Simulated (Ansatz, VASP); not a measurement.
## Two plane-wave programs on Y2Ge3

POSCAR

```
Y2Ge3
1.0
    4.3924264328      0.0000000000      0.0000000000
   -2.1962132164      3.8039528751      0.0000000000
    0.0000000000      0.0000000000      7.1072950000
Y Ge
2 3
Direct
    0.0000000000      0.0000000000      0.2700710000
    0.0000000000      0.0000000000      0.7299290000
    0.6666666667      0.3333333333      0.0000000000
    0.6666666667      0.3333333333      0.5000000000
    0.3333333333      0.6666666667      0.0000000000
```

File INCAR.step1:

```
SYSTEM = Y2Ge3
ALGO = Normal
EDIFF = 1E-4
ENCUT = 520
GGA = PE
ISMEAR = -1
LASPH = .TRUE.
LCHARG = .FALSE.
LDAU = .TRUE.
LDAUJ = 0 0
LDAUL = 2 -1
LDAUTYPE = 2
LDAUU = 8 0
LMAXMIX = 4
LREAL = .FALSE.
LWAVE = .TRUE.
NBANDS = 40
NELM = 150
PREC = Accurate
SIGMA = 0.05
```

File INCAR.step2:

```
SYSTEM = Y2Ge3
ALGO = Normal
EDIFF = 1E-6
ENCUT = 520
ISIF = 2
ISMEAR = -1
ISTART = 1
LASPH = .TRUE.
LCHARG = .FALSE.
LDAU = .TRUE.
LDAUJ = 0 0
LDAUL = 2 -1
LDAUPRINT = 1
LDAUTYPE = 2
LDAUU = 8 0
LMAXMIX = 4
LMIXTAU = .TRUE.
LREAL = .FALSE.
LWAVE = .FALSE.
METAGGA = R2SCAN
NBANDS = 40
NELM = 150
PREC = Accurate
SIGMA = 0.05
```

KPOINTS

```
k-points
0
G
  7 7 4
  0 0 0
```

The input input.yaml:

```yaml
crystal:
  lattice:
    - [4.3924264328, 0.0, 0.0]
    - [-2.1962132164, 3.8039528751, 0.0]
    - [0.0, 0.0, 7.107295]
  atoms:
    - { symbol: "Y", position: [0.0, 0.0, 0.270071] }
    - { symbol: "Y", position: [0.0, 0.0, 0.729929] }
    - { symbol: Ge, position: [0.6666666667, 0.3333333333, 0.0] }
    - { symbol: Ge, position: [0.6666666667, 0.3333333333, 0.5] }
    - { symbol: Ge, position: [0.3333333333, 0.6666666667, 0.0] }
hamiltonian:
  xc: r2scan
  pseudopotentials: { kind: paw }
  hubbard: { sites: [{ species: "Y", l: d, u_eff: 8.0 }] }
kpoints:
  mp_grid: { grid: [7, 7, 4] }
scf:
  occupations: { method: fermi_dirac, width: 0.05 }
  n_extra_bands: 12
output:
  forces: true
  stress: true
  eigenvalues: true
  dos: { projected: true, de: 0.05, nscf_kmesh: { grid: [11, 11, 6] } }
```

Alike in both runs: functional r2SCAN; k mesh 7 × 7 × 4; occupations fermi-dirac, width 0.05 eV; no spin polarisation; Hubbard terms Y d U = 8.0 eV.

|  | VASP | Ansatz |
| --- | --- | --- |
| version | VASP 6.6.1 | Ansatz 0.2.0 |
| potentials or method | VASP PAW PBE potentials, release 64 (Y_sv, Ge_d) | Ansatz PAW |
| plane-wave cutoff (eV) | 520 | 500 |
| valence electrons in the cell | 64 | 64 |
| task | single point | projected density of states |

|  | VASP | Ansatz | Ansatz less VASP |
| --- | --- | --- | --- |
| gap on the k mesh at the Fermi level (eV) | none | none | - |
| pressure (GPa) | 9.1 | 10.8 | +1.77 |
| traceless stress, the component that is largest in VASP (GPa) | 2.06 | 2.62 | +0.557 |
| rms of the force components (eV/Å) | 0.106 | 0.066 | -0.0398 |

VASP's potentials were made for PBE, not for r2SCAN. The programs project onto different local orbitals, so the same U acts differently, and such runs can settle in different states. Atom by atom the forces differ by 0.172 eV/Å (rms over components). A gap of «none» marks a metal or a gap that the smearing closes.
